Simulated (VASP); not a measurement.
# F2 in VASP: single point with PBEsol

Aim: the single point of F2 with PBEsol.

Program: VASP 6.6.1. These are calculated values, not measurements. Logs are shortened: lines on timing, memory, paths and dates and some standing lists are left out, and cuts for length are marked.

### 1 The cell of the first run

The cell holds a molecule in a box, 2 atoms: a = 10.000 Å, b = 10.500 Å, c = 11.000 Å, α = 90.00°, β = 90.00°, γ = 90.00°.

### 2 Single point, PBEsol

INCAR

```
SYSTEM = F
ALGO = Normal ; EDIFF = 1E-6
ENCUT = 1010 ; GGA = PS
GGA_COMPAT = .False. ; ISIF = 2
ISMEAR = 0 ; LASPH = .True.
LCHARG = .False. ; LREAL = .False.
LWAVE = .False. ; NBANDS = 14
NELM = 120 ; NELMDL = -8
PREC = Accurate ; SIGMA = 0.01
```

KPOINTS

```
k-points
0
Gamma
  1 1 1
  0 0 0
```

POSCAR

```
F
1.0
   10.0000000000      0.0000000000      0.0000000000
    0.0000000000     10.5000000000      0.0000000000
    0.0000000000      0.0000000000     11.0000000000
F
2
Direct
    0.5000000000      0.5000000000      0.4364763436
    0.5000000000      0.5000000000      0.5635236564
```

Potentials or basis: VASP PAW PBE potentials, release 64 (F_h).

The run is started by

```console
$ cat potpaw_PBE.64/F_h/POTCAR > POTCAR
$ mpirun -np 1 vasp_gam > vasp.out
```

OUTCAR:

```text
SYSTEM = F
   EDIFF = 1E-6
   ENCUT = 1010
   GGA = PS
   ISIF = 2
   ISMEAR = 0
   LASPH = .True.
   LREAL = .False.
   NELM = 120
   NELMDL = -8
   PREC = Accurate

 ion  position               nearest neighbor table
   1  0.500  0.500  0.436-   2 1.40
   2  0.500  0.500  0.564-   1 1.40

  LATTYP: Found a simple orthorhombic cell.
 ALAT       =    10.0000000000
 B/A-ratio  =     1.0500000000
 C/A-ratio  =     1.1000000000

  Lattice vectors:

 A1 = (  10.0000000000,   0.0000000000,   0.0000000000)
 A2 = (   0.0000000000,  10.5000000000,   0.0000000000)
 A3 = (   0.0000000000,   0.0000000000,  11.0000000000)

Analysis of symmetry for initial positions (statically):
=====================================================================
 Subroutine PRICEL returns:
 Original cell was already a primitive cell.

 Routine SETGRP: Setting up the symmetry group for a
 simple orthorhombic supercell.

 Subroutine GETGRP returns: Found  8 space group operations
 (whereof  8 operations were pure point group operations)
 out of a pool of  8 trial point group operations.

The static configuration has the point symmetry D_2h.

Analysis of symmetry for dynamics (positions and initial velocities):
=====================================================================
 Subroutine PRICEL returns:
 Original cell was already a primitive cell.

 Routine SETGRP: Setting up the symmetry group for a
 simple orthorhombic supercell.

 Subroutine GETGRP returns: Found  8 space group operations
 (whereof  8 operations were pure point group operations)
 out of a pool of  8 trial point group operations.

The dynamic configuration has the point symmetry D_2h.

 Subroutine INISYM returns: Found  8 space group operations
 (whereof  8 operations are pure point group operations),
 and found     1 'primitive' translations

----------------------------------------------------------------------------------------

                                     Primitive cell

  volume of cell :    1155.0000

  direct lattice vectors                    reciprocal lattice vectors
    10.000000000  0.000000000  0.000000000     0.100000000  0.000000000  0.000000000
     0.000000000 10.500000000  0.000000000     0.000000000  0.095238095  0.000000000
     0.000000000  0.000000000 11.000000000     0.000000000  0.000000000  0.090909091

  length of vectors
    10.000000000 10.500000000 11.000000000     0.100000000  0.095238095  0.090909091

  position of ions in fractional coordinates (direct lattice)
     0.500000000  0.500000000  0.436476344
     0.500000000  0.500000000  0.563523656

  ion indices of the primitive-cell ions
   primitive index   ion index
                 1           1
                 2           2

----------------------------------------------------------------------------------------

 KPOINTS: k-points

Automatic generation of k-mesh.
 Grid dimensions read from file:
 generate k-points for:    1    1    1

 Generating k-lattice:

  Cartesian coordinates                     Fractional coordinates (reciprocal lattice)
     0.100000000  0.000000000  0.000000000     1.000000000  0.000000000  0.000000000
     0.000000000  0.095238095  0.000000000     0.000000000  1.000000000  0.000000000
     0.000000000  0.000000000  0.090909091     0.000000000  0.000000000  1.000000000

  Length of vectors
     0.100000000  0.095238095  0.090909091

  Shift w.r.t. Gamma in fractional coordinates (k-lattice)
     0.000000000  0.000000000  0.000000000

 Subroutine IBZKPT returns following result:
 ===========================================

 Found      1 irreducible k-points:

 Following reciprocal coordinates:
            Coordinates               Weight
  0.000000  0.000000  0.000000      1.000000
   k-points           NKPTS =      1   k-points in BZ     NKDIM =      1   number of bands    NBANDS=     14
   number of dos      NEDOS =    301   number of ions     NIONS =      2
   total plane-waves  NPLWV = ******
   dimension x,y,z NGX =   108 NGY =  112 NGZ =  120
   dimension x,y,z NGXF=   216 NGYF=  224 NGZF=  240
   ions per type =               2
   NGX,Y,Z   is equivalent  to a cutoff of  17.95, 17.73, 18.14 a.u.
   NGXF,Y,Z  is equivalent  to a cutoff of  35.91, 35.47, 36.27 a.u.
 SYSTEM =  F
   PREC   = accura    normal or accurate (medium, high low for compatibility)
   ISTART =      0    job   : 0-new  1-cont  2-samecut
   ICHARG =      2    charge: 1-file 2-atom 10-const
   ISPIN  =      1    spin polarized calculation?
   LNONCOLLINEAR =      F non collinear calculations
   LSORBIT =      F    spin-orbit coupling
   LASPH  =      T    aspherical Exc in radial PAW
   ENCUT  = 1010.0 eV  74.23 Ry    8.62 a.u.  25.91 27.21 28.50*2*pi/ulx,y,z
   NELM   =    120;   NELMIN=  2; NELMDL= -8     # of ELM steps
   EDIFF  = 0.1E-05   stopping-criterion for ELM
   LREAL  =      F    real-space projection
   EDIFFG = 0.1E-04   stopping-criterion for IOM
   NSW    =      0    number of steps for IOM
   IBRION =     -1    ionic relax: 0-MD 1-quasi-New 2-CG
   NFREE  =      0    steps in history (QN), initial steepest desc. (CG)
   ISIF   =      2    stress and relaxation
   ISYM   =      2    0-nonsym 1-usesym 2-fastsym
   POTIM  = 0.5000    time-step for ionic-motion
   TEBEG  =    0.0;   TEEND  =   0.0 temperature during run
   PSTRESS=    0.0 pullay stress
   NELECT =      14.0000    total number of electrons
   NUPDOWN=      -1.0000    fix difference up-down
   EMIN   =  10.00;   EMAX   =-10.00  energy-range for DOS
   EFERMI =   0.00;   METHOD = LEGACY
   ISMEAR =     0;   SIGMA  =   0.01  broadening in eV -4-tet -1-fermi 0-gaus
   EFERMI_NEDOS =   21; number of points for ismear=-14 and -15
   IALGO  =     38    algorithm
   IMIX   =      4    mixing-type and parameters
     AMIX     =   0.40;   BMIX     =  1.00
     AMIX_MAG =   1.60;   BMIX_MAG =  1.00
  volume/ion in A,a.u.               =     577.50      3897.16
  Fermi-wavevector in a.u.,A,eV,Ry     =   0.376060  0.710650  1.924149  0.141421
  Thomas-Fermi vector in A             =   1.307622
   LORBIT       =      0    0 simple, 1 ext, 2 COOP (PROOUT), +10 PAW based schemes
   GGA     = PS    functional components
   LHFCALC =     F    Hartree Fock is set to
   AEXX    =    0.0000 exact exchange contribution
   IVDW    =     0    specifies the selected vdW correction
   LEPSILON=     F    determine dielectric tensor
   LRPA    =     F    only Hartree local field effects (RPA)
 non-spin polarized calculation
 Gauss-broadening in eV      SIGMA  =   0.01
  energy-cutoff  :     1010.00
  volume of cell :     1155.00
 maximum number of plane-waves:     42149
 NGX is ok and might be reduce to   108
   NGX = 51   NGY = 55   NGZ = 57

 number of electron      14.0000007 magnetization

 Free energy of the ion-electron system (eV)
  ---------------------------------------------------
  ext. energy  EPLUGINS =         0.00000000
  ---------------------------------------------------
  free energy    TOTEN  =        -3.95568265 eV

  energy without entropy =       -3.95568265  energy(sigma->0) =       -3.95568265

 E-fermi :  -9.0720     XC(G=0):  -0.4530

 val. band max:       -9.1886701336   @ k =   0.0000   0.0000   0.0000
 cond. band min:      -5.4445411389   @ k =   0.0000   0.0000   0.0000
 fundamental gap:      3.7441289947
 Fermi energy:        -9.0719974508

 k-point     1 :       0.0000    0.0000    0.0000
  band No.  band energies     occupation
      1     -33.9957      2.00000
      2     -27.3257      2.00000
      3     -15.3829      2.00000
      4     -12.7563      2.00000
      5     -12.7563      2.00000
      6      -9.1887      2.00000
      7      -9.1887      2.00000
      8      -5.4445      0.00000
      9      -0.2181      0.00000
     10       1.0135      0.00000
     11       1.0344      0.00000
     12       1.1652      0.00000
     13       1.2874      0.00000
     14       1.2945      0.00000

------------------------ aborting loop because EDIFF is reached ----------------------------------------

  FORCE on cell =-STRESS in cart. coord.  units (eV):
  Direction    XX          YY          ZZ          XY          YZ          ZX
  --------------------------------------------------------------------------------------
  -------------------------------------------------------------------------------------
  Total       -0.0335674     -0.0347399      0.0493121      0.0000000      0.0000000      0.0000000
  in kB       -0.0465636     -0.0481900      0.0684042      0.0000000      0.0000000      0.0000000
  external PRESSURE =      -0.0087831 kB  Pullay stress =       0.0000000 kB

 VOLUME and BASIS-vectors are now :
 -----------------------------------------------------------------------------
  energy-cutoff  :     1010.00
  volume of cell :     1155.00
      direct lattice vectors                 reciprocal lattice vectors
    10.000000000  0.000000000  0.000000000     0.100000000  0.000000000  0.000000000
     0.000000000 10.500000000  0.000000000     0.000000000  0.095238095  0.000000000
     0.000000000  0.000000000 11.000000000     0.000000000  0.000000000  0.090909091

 POSITION                                       TOTAL-FORCE (eV/Angst)
 -----------------------------------------------------------------------------------
      5.00000      5.25000      4.80124         0.000000      0.000000     -0.057037
      5.00000      5.25000      6.19876         0.000000      0.000000      0.057037
 -----------------------------------------------------------------------------------
    total drift:                                0.000000      0.000000      0.000000

  FREE ENERGIE OF THE ION-ELECTRON SYSTEM (eV)
  ---------------------------------------------------
  free  energy   TOTEN  =        -3.9556826535 eV

  energy  without entropy=       -3.9556826535  energy(sigma->0) =       -3.95568265
```

Wall time 3 min (1 thread of AMD EPYC 7R13 (Zen 3), shared host); peak memory 1.8 GiB.

What came out:

```yaml
Free_energy: -3.9557 eV
Largest_force: 0.057 eV/Å
Gap_between_the_frontier_levels: 3.74 eV
```

Forces on the atoms (eV/Å):
```
F    0.000  0.000 -0.057
F    0.000  0.000  0.057
```

Caveat: the PAW data sets were made with another functional, which shifts forces and pressure a little.
